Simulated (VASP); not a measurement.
A run of VASP 6.6.1 is set up as follows.

Contents of INCAR:

```
PREC = Accurate
ENCUT = 520
EDIFF = 1E-6
ISMEAR = 0
SIGMA = 0.02
LREAL = False
LASPH = True
NELM = 60
ALGO = Normal
ISIF = 2
LWAVE = False
LCHARG = False
GGA = PE
NBANDS = 15
```

File KPOINTS:

```
Automatic mesh
0
Gamma
  8 8 8
```

File POSCAR:

```
CaO
1.0
    0.0000000000      2.6357020608      2.6357020608
    2.6357020608      0.0000000000      2.6357020608
    2.6357020608      2.6357020608      0.0000000000
Ca O
1 1
Direct
    0.0000000000      0.0000000000      0.0000000000
    0.5000000000      0.5000000000      0.5000000000
```

Potentials or basis: VASP PAW PBE potentials, release 64 (Ca_sv, O).

Command:

```bash
$ cat potpaw_PBE.64/Ca_sv/POTCAR potpaw_PBE.64/O/POTCAR > POTCAR
$ mpirun -np 1 vasp_std > vasp.out
```

Task: What does it give for the pressure?

Result: -15.5 GPa.

Task: What does it give for the band gap on the k mesh?

Result: 2.81 eV, direct.

Caveat: the cell differs from its parent crystal (Se replaced by O, lengths x 0.891, strained).
